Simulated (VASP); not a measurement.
# BeTe: relaxation of cell and atoms with PBE

Crystal: BeTe.

```
Be Te
1.0
     0.00000    2.77000    2.77000
     2.77000    0.00000    2.77000
     2.77000    2.77000    0.00000
Be Te
1 1
Direct
  0.00000 0.00000 0.00000
  0.25000 0.25000 0.25000
```

| Property | Result |
| --- | --- |
| Program | VASP 6.6.1 |
| Task | relaxation of cell and atoms |
| Functional | PBE |
| Potentials or basis | VASP PAW PBE potentials, release 64 (Be, Te) |
| Cutoff | 600 eV |
| k mesh | 6 × 6 × 6 |
| Occupations | gaussian, width 0.1 eV |
| Spin | no spin polarisation |
| Dipole correction | no |
| Further INCAR settings | ALGO = Normal; EDIFF = 1e-06; IBRION = 2; EDIFFG = -0.04; NSW = 90; ISIF = 3 |

```yaml
Relaxed_volume: 22.78 Å³/atom
Relaxed_cell: a = 4.009 Å, b = 4.009 Å, c = 4.009 Å, α = 60.00°, β = 60.00°, γ = 60.00°
Space_group_after_relaxing_to_0.05_Å: F-43m (No. 216)
Energy_gained_by_relaxing: 20.2 meV/atom
Ionic_steps: 3
Pressure_after_relaxing: 0.0 GPa
Band_gap_on_the_k_mesh: 2.02 eV, indirect (least direct gap 3.62 eV)
```

The path:
| step | energy change (eV) | largest force (eV/Å) | pressure (GPa) | volume (Å³) |
| --- | --- | --- | --- | --- |
| 1 | 0.0000 | 0.0000 | 4.50 | 42.51 |
| 2 | -0.0384 | 0.0000 | -0.86 | 46.29 |
| 3 | -0.0404 | 0.0000 | 0.01 | 45.55 |

Final structure:
```
CELL_PARAMETERS angstrom
0.00000 2.83462 2.83462
2.83462 0.00000 2.83462
2.83462 2.83462 0.00000
ATOMIC_POSITIONS crystal
Be 0.00000 0.00000 0.00000
Te 0.25000 0.25000 0.25000
```

Levels at points of the mesh, in eV from the valence-band top:
| k point | band 2 | band 3 | band 4 | band 5 | band 6 | band 7 |
| --- | --- | --- | --- | --- | --- | --- |
| (0.00, 0.00, 0.00) | 0.00 | 0.00 | 0.00 | 3.62 | 3.62 | 3.62 |
| (0.50, 0.00, 0.00) | -5.42 | -1.10 | -1.10 | 3.02 | 4.60 | 4.60 |
| (0.50, 0.50, 0.00) | -5.01 | -2.57 | -2.57 | 2.02 | 2.69 | 9.58 |

It took 20 s on 1 thread of Intel Xeon 6975P-C, on a shared host, peak memory 0.19 GiB.

Caveat: spin-orbit coupling is left out, which moves the levels of the heavy elements. A k mesh can miss the band edges.
